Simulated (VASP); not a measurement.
The system is Br.

```
Br
1.0
     4.59764    0.00000    0.00000
     0.00000    4.59764    0.00000
     0.00000    0.00000    4.59764
Br
3
Direct
  0.50000 0.00000 0.00000
  0.00000 0.50000 0.00000
  0.00000 0.00000 0.50000
```

Base run:

```yaml
Program: VASP 6.6.1
Functional: PBEsol
Potentials_or_basis: VASP PAW PBE potentials, release 64 (Br)
Cutoff: 520 eV
k_mesh: 7 × 7 × 7
Occupations: fermi-dirac, width 0.15 eV
Spin: no spin polarisation
```

Its results: pressure -2.3 GPa.

The run is repeated on the same cell with these changes: functional from PBEsol to BLYP. What comes out?

Pressure 2.2 GPa.

BLYP binds less tightly than PBEsol, so the same cell stands under more pressure.

Caveats: the PAW data sets were made with another functional, which shifts forces and pressure a little; an odd number of electrons without spin polarisation forces a metal; a magnetic or distorted state may lie lower.
